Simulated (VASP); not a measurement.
# KF (F-43m) in VASP: single point with HSE06

Aim: the single point of KF with HSE06.

Program: VASP 6.6.1. These are calculated values, not measurements. Logs are shortened: lines on timing, memory, paths and dates and some standing lists are left out, and cuts for length are marked.

## Step 1: The cell of the first run

Symmetry: F-43m, No. 216, cubic system. Conventional cell: a = 5.871 Å, b = 5.871 Å, c = 5.871 Å, α = 90.00°, β = 90.00°, γ = 90.00°. K (site symmetry -43m) has 4 F at 2.54 Å within 3.4 Å. F (site symmetry -43m) has 4 K at 2.54 Å within 3.4 Å.

## Step 2: Single point, HSE06

The input, POSCAR:

```
KF
1.0
    0.0000000000      2.9354014298      2.9354014298
    2.9354014298      0.0000000000      2.9354014298
    2.9354014298      2.9354014298      0.0000000000
K F
1 1
Direct
    0.0000000000      0.0000000000      0.0000000000
    0.2500000000      0.2500000000      0.2500000000
```

The input, INCAR.step1:

```
SYSTEM = KF
PREC = Accurate
ENCUT = 520
EDIFF = 1E-5
ISMEAR = 0
SIGMA = 0.01
LREAL = .False.
LASPH = .True.
NELM = 100
ALGO = Normal
ISIF = 2
LWAVE = .True.
LCHARG = .False.
GGA = PE
NBANDS = 15
```

The input, INCAR.step2:

```
SYSTEM = KF
PREC = Accurate
ENCUT = 520
EDIFF = 1E-7
ISMEAR = 0
SIGMA = 0.01
LREAL = .False.
LASPH = .True.
NELM = 100
ALGO = Normal
ISIF = 2
LWAVE = .False.
LCHARG = .False.
GGA = PE
LHFCALC = .True.
HFSCREEN = 0.2079
PRECFOCK = Normal
ISTART = 1
NBANDS = 15
```

The input, KPOINTS:

```
regular mesh
0
Gamma
  6 6 6
  0 0 0
```

Potentials or basis: VASP PAW PBE potentials, release 64 (K_sv, F).

Launch:

```console
$ cat potpaw_PBE.64/K_sv/POTCAR potpaw_PBE.64/F/POTCAR > POTCAR
$ cp INCAR.step1 INCAR
$ mpirun -np 1 vasp_std > vasp.out
$ cp INCAR.step2 INCAR
$ mpirun -np 1 vasp_std > vasp.out
```

OUTCAR:

```text
SYSTEM = KF
   PREC = Accurate
   ENCUT = 520
   EDIFF = 1E-7
   ISMEAR = 0
   LREAL = .False.
   LASPH = .True.
   NELM = 100
   ISIF = 2
   GGA = PE
   LHFCALC = .True.
   HFSCREEN = 0.2079
   PRECFOCK = Normal
   ISTART = 1

 ion  position               nearest neighbor table
   1  0.000  0.000  0.000-   2 2.54   2 2.54   2 2.54   2 2.54
   2  0.250  0.250  0.250-   1 2.54   1 2.54   1 2.54   1 2.54

  LATTYP: Found a face centered cubic cell.
 ALAT       =     5.8708028596

  Lattice vectors:

 A1 = (   0.0000000000,   2.9354014298,   2.9354014298)
 A2 = (   2.9354014298,   0.0000000000,   2.9354014298)
 A3 = (   2.9354014298,   2.9354014298,   0.0000000000)

Analysis of symmetry for initial positions (statically):
=====================================================================
 Subroutine PRICEL returns:
 Original cell was already a primitive cell.

 Routine SETGRP: Setting up the symmetry group for a
 face centered cubic supercell.

 Subroutine GETGRP returns: Found 24 space group operations
 (whereof 24 operations were pure point group operations)
 out of a pool of 48 trial point group operations.

The static configuration has the point symmetry T_d .

Analysis of symmetry for dynamics (positions and initial velocities):
=====================================================================
 Subroutine PRICEL returns:
 Original cell was already a primitive cell.

 Routine SETGRP: Setting up the symmetry group for a
 face centered cubic supercell.

 Subroutine GETGRP returns: Found 24 space group operations
 (whereof 24 operations were pure point group operations)
 out of a pool of 48 trial point group operations.

The dynamic configuration has the point symmetry T_d .

 Subroutine INISYM returns: Found 24 space group operations
 (whereof 24 operations are pure point group operations),
 and found     1 'primitive' translations

----------------------------------------------------------------------------------------

                                     Primitive cell

  volume of cell :      50.5863

  direct lattice vectors                    reciprocal lattice vectors
     0.000000000  2.935401430  2.935401430    -0.170334454  0.170334454  0.170334454
     2.935401430  0.000000000  2.935401430     0.170334454 -0.170334454  0.170334454
     2.935401430  2.935401430  0.000000000     0.170334454  0.170334454 -0.170334454

  length of vectors
     4.151284513  4.151284513  4.151284513     0.295027929  0.295027929  0.295027929

  position of ions in fractional coordinates (direct lattice)
     0.000000000  0.000000000  0.000000000
     0.250000000  0.250000000  0.250000000

  ion indices of the primitive-cell ions
   primitive index   ion index
                 1           1
                 2           2

----------------------------------------------------------------------------------------

 KPOINTS: regular mesh

Automatic generation of k-mesh.
 Grid dimensions read from file:
 generate k-points for:    6    6    6

 Generating k-lattice:

  Cartesian coordinates                     Fractional coordinates (reciprocal lattice)
    -0.028389076  0.028389076  0.028389076     0.166666667  0.000000000  0.000000000
     0.028389076 -0.028389076  0.028389076     0.000000000  0.166666667  0.000000000
     0.028389076  0.028389076 -0.028389076     0.000000000  0.000000000  0.166666667

  Length of vectors
     0.049171321  0.049171321  0.049171321

  Shift w.r.t. Gamma in fractional coordinates (k-lattice)
     0.000000000  0.000000000  0.000000000

 Subroutine IBZKPT returns following result:
 ===========================================

 Found     16 irreducible k-points:

 Following reciprocal coordinates:
            Coordinates               Weight
  0.000000  0.000000  0.000000      1.000000
  0.166667  0.000000  0.000000      8.000000
  0.333333  0.000000  0.000000      8.000000
  0.500000  0.000000  0.000000      4.000000
  0.166667  0.166667  0.000000      6.000000
  0.333333  0.166667  0.000000     24.000000
[... 8 lines left out ...]
 -0.333333  0.333333  0.166667     24.000000
 -0.333333  0.500000  0.166667     12.000000
   k-points           NKPTS =     16   k-points in BZ     NKDIM =    216   number of bands    NBANDS=     15
   number of dos      NEDOS =    301   number of ions     NIONS =      2
   total plane-waves  NPLWV =  32768
   dimension x,y,z NGX =    32 NGY =   32 NGZ =   32
   dimension x,y,z NGXF=    64 NGYF=   64 NGZF=   64
   ions per type =               1   1
   NGX,Y,Z   is equivalent  to a cutoff of  12.81, 12.81, 12.81 a.u.
   NGXF,Y,Z  is equivalent  to a cutoff of  25.63, 25.63, 25.63 a.u.
 SYSTEM =  KF
   PREC   = accura    normal or accurate (medium, high low for compatibility)
   ISTART =      1    job   : 0-new  1-cont  2-samecut
   ICHARG =      0    charge: 1-file 2-atom 10-const
   ISPIN  =      1    spin polarized calculation?
   LNONCOLLINEAR =      F non collinear calculations
   LSORBIT =      F    spin-orbit coupling
   LASPH  =      T    aspherical Exc in radial PAW
   ENCUT  =  520.0 eV  38.22 Ry    6.18 a.u.   7.72  7.72  7.72*2*pi/ulx,y,z
   NELM   =    100;   NELMIN=  2; NELMDL=  0     # of ELM steps
   EDIFF  = 0.1E-06   stopping-criterion for ELM
   LREAL  =      F    real-space projection
   EDIFFG = 0.1E-05   stopping-criterion for IOM
   NSW    =      0    number of steps for IOM
   IBRION =     -1    ionic relax: 0-MD 1-quasi-New 2-CG
   NFREE  =      0    steps in history (QN), initial steepest desc. (CG)
   ISIF   =      2    stress and relaxation
   ISYM   =      3    0-nonsym 1-usesym 2-fastsym
   POTIM  = 0.5000    time-step for ionic-motion
   TEBEG  =    0.0;   TEEND  =   0.0 temperature during run
   PSTRESS=    0.0 pullay stress
   NELECT =      16.0000    total number of electrons
   NUPDOWN=      -1.0000    fix difference up-down
   EMIN   =  10.00;   EMAX   =-10.00  energy-range for DOS
   EFERMI =   0.00;   METHOD = LEGACY
   ISMEAR =     0;   SIGMA  =   0.01  broadening in eV -4-tet -1-fermi 0-gaus
   EFERMI_NEDOS =   21; number of points for ismear=-14 and -15
   IALGO  =     38    algorithm
   IMIX   =      1    mixing-type and parameters
     AMIX     =   0.40;   BMIX     =  1.00
     AMIX_MAG =   1.60;   BMIX_MAG =  1.00
  volume/ion in A,a.u.               =      25.29       170.69
  Fermi-wavevector in a.u.,A,eV,Ry     =   1.115417  2.107833 16.927763  1.244155
  Thomas-Fermi vector in A             =   2.252022
   LORBIT       =      0    0 simple, 1 ext, 2 COOP (PROOUT), +10 PAW based schemes
   GGA     = PE    functional components
   LHFCALC =     T    Hartree Fock is set to
   PRECFOCK=normal    Normal, Fast or Accurate (Low or Medium for compatibility)
   ENCUT4O =  -1.0   cutoff for four orbital integrals eV
   NKREDX  =     1    reduce k-point grid by
   NKREDY  =     1    reduce k-point grid by
   NKREDZ  =     1    reduce k-point grid by
   AEXX    =    0.2500 exact exchange contribution
   HFSCREEN=    0.2079 screening length (either q_TF or 0.3 A-1)
   HFSCREENC=   0.2079 screening length for correlation (either q_TF or 0.3 A-1)
   ENCUTFOCK=  -1.0 apply spherical cutoff to Coloumb kernel
   IVDW    =     0    specifies the selected vdW correction
   LEPSILON=     F    determine dielectric tensor
   LRPA    =     F    only Hartree local field effects (RPA)
 non-spin polarized calculation
 Gauss-broadening in eV      SIGMA  =   0.01
  energy-cutoff  :      520.00
  volume of cell :       50.59
 maximum number of plane-waves:      1380
  NGX = 24; NGY = 24; NGZ = 24

 number of electron      15.9999996 magnetization

 Free energy of the ion-electron system (eV)
  ---------------------------------------------------
  ext. energy  EPLUGINS =         0.00000000
  ---------------------------------------------------
  free energy    TOTEN  =        -9.77530540 eV

  energy without entropy =       -9.77530540  energy(sigma->0) =       -9.77530540

 E-fermi :  -5.0719     XC(G=0):  -5.8258

 val. band max:       -5.1835966663   @ k =  -0.3333   0.5000   0.1667
 cond. band min:       1.8413555513   @ k =   0.0000   0.0000   0.0000
 fundamental gap:      7.0249522175
 Fermi energy:        -5.0719274286

 k-point     1 :       0.0000    0.0000    0.0000
  band No.  band energies     occupation
      1     -32.9037      2.00000
      2     -25.2605      2.00000
      3     -14.9530      2.00000
      4     -14.9530      2.00000
      5     -14.9530      2.00000
      6      -5.3966      2.00000
      7      -5.3966      2.00000
      8      -5.3966      2.00000
      9       1.8414      0.00000
     10       8.9734      0.00000
     11       8.9734      0.00000
     12       9.0733      0.00000
     13       9.0733      0.00000
     14       9.0733      0.00000
     15      13.7743      0.00000

 k-point     2 :       0.1667    0.0000    0.0000
  band No.  band energies     occupation
      1     -32.8926      2.00000
      2     -25.2813      2.00000
      3     -14.9806      2.00000
      4     -14.9664      2.00000
      5     -14.9664      2.00000
      6      -5.4317      2.00000
      7      -5.3724      2.00000
      8      -5.3724      2.00000
      9       2.3813      0.00000
     10       8.4441      0.00000
     11       8.4441      0.00000
     12       8.5047      0.00000
     13       9.5862      0.00000
     14       9.5862      0.00000
     15      12.1982      0.00000

 k-point     3 :       0.3333    0.0000    0.0000
  band No.  band energies     occupation
      1     -32.8701      2.00000
      2     -25.3225      2.00000
      3     -15.0390      2.00000
      4     -14.9929      2.00000
      5     -14.9929      2.00000
      6      -5.4562      2.00000
      7      -5.3256      2.00000
      8      -5.3256      2.00000
      9       3.6553      0.00000
     10       7.1669      0.00000
     11       8.0725      0.00000
     12       8.0725      0.00000
     13      10.0699      0.00000
     14      10.0699      0.00000
     15      11.2720      0.00000

 k-point     4 :       0.5000    0.0000    0.0000
  band No.  band energies     occupation
      1     -32.8588      2.00000
      2     -25.3433      2.00000
      3     -15.0698      2.00000
      4     -15.0060      2.00000
      5     -15.0060      2.00000
      6      -5.4485      2.00000
      7      -5.3032      2.00000
      8      -5.3032      2.00000
      9       4.7513      0.00000
     10       5.9884      0.00000
     11       7.9617      0.00000
     12       7.9617      0.00000
     13      10.3207      0.00000
     14      10.3207      0.00000
     15      11.4719      0.00000
[... 163 lines left out ...]
 k-point    14 :       0.5000    0.3333    0.1667
  band No.  band energies     occupation
      1     -32.8552      2.00000
      2     -25.3495      2.00000
      3     -15.1200      2.00000
      4     -15.0422      2.00000
      5     -14.9329      2.00000
      6      -5.5032      2.00000
      7      -5.2984      2.00000
      8      -5.2453      2.00000
      9       4.3968      0.00000
     10       6.0990      0.00000
     11       8.2270      0.00000
     12       8.6795      0.00000
     13      10.0468      0.00000
     14      10.7343      0.00000
     15      11.6467      0.00000

 k-point    15 :      -0.3333    0.3333    0.1667
  band No.  band energies     occupation
      1     -32.8477      2.00000
      2     -25.3631      2.00000
      3     -15.1559      2.00000
      4     -15.0599      2.00000
      5     -14.9166      2.00000
      6      -5.4494      2.00000
      7      -5.3374      2.00000
      8      -5.2177      2.00000
      9       4.9012      0.00000
     10       5.7618      0.00000
     11       8.1271      0.00000
     12       8.7883      0.00000
     13      10.1308      0.00000
     14      10.9153      0.00000
     15      11.3143      0.00000

 k-point    16 :      -0.3333    0.5000    0.1667
  band No.  band energies     occupation
      1     -32.8439      2.00000
      2     -25.3698      2.00000
      3     -15.1415      2.00000
      4     -15.0911      2.00000
      5     -14.9157      2.00000
      6      -5.5258      2.00000
      7      -5.2813      2.00000
      8      -5.1836      2.00000
      9       5.0403      0.00000
     10       5.3828      0.00000
     11       8.8248      0.00000
     12       9.2884      0.00000
     13      10.2396      0.00000
     14      10.8284      0.00000
     15      11.0415      0.00000

------------------------ aborting loop because EDIFF is reached ----------------------------------------

  FORCE on cell =-STRESS in cart. coord.  units (eV):
  Direction    XX          YY          ZZ          XY          YZ          ZX
  --------------------------------------------------------------------------------------
  -------------------------------------------------------------------------------------
  Total        0.1648207      0.1648207      0.1648207      0.0000000     -0.0000000      0.0000000
  in kB        5.2202332      5.2202332      5.2202332      0.0000000     -0.0000000      0.0000000
  external PRESSURE =       5.2202332 kB  Pullay stress =       0.0000000 kB

 VOLUME and BASIS-vectors are now :
 -----------------------------------------------------------------------------
  energy-cutoff  :      520.00
  volume of cell :       50.59
      direct lattice vectors                 reciprocal lattice vectors
     0.000000000  2.935401430  2.935401430    -0.170334454  0.170334454  0.170334454
     2.935401430  0.000000000  2.935401430     0.170334454 -0.170334454  0.170334454
     2.935401430  2.935401430  0.000000000     0.170334454  0.170334454 -0.170334454

 POSITION                                       TOTAL-FORCE (eV/Angst)
 -----------------------------------------------------------------------------------
      0.00000      0.00000      0.00000         0.000000      0.000000      0.000000
      1.46770      1.46770      1.46770        -0.000000     -0.000000     -0.000000
 -----------------------------------------------------------------------------------
    total drift:                               -0.000000      0.000000      0.000000

  FREE ENERGIE OF THE ION-ELECTRON SYSTEM (eV)
  ---------------------------------------------------
  free  energy   TOTEN  =        -9.7753053965 eV

  energy  without entropy=       -9.7753053965  energy(sigma->0) =       -9.77530540
```

Wall time 67 min (1 thread of Intel Xeon 8259CL, shared host); peak memory 0.3 GiB.

What came out:

```yaml
Free_energy: -9.7753 eV
Pressure: 0.5 GPa
Band_gap_on_the_k_mesh: 7.03 eV (least direct gap 7.24 eV)
```

Caveat: the structure was generated, so it needn't be the stable form of KF; the PAW data sets were made with another functional, which shifts forces and pressure a little. A k mesh can miss the band edges.
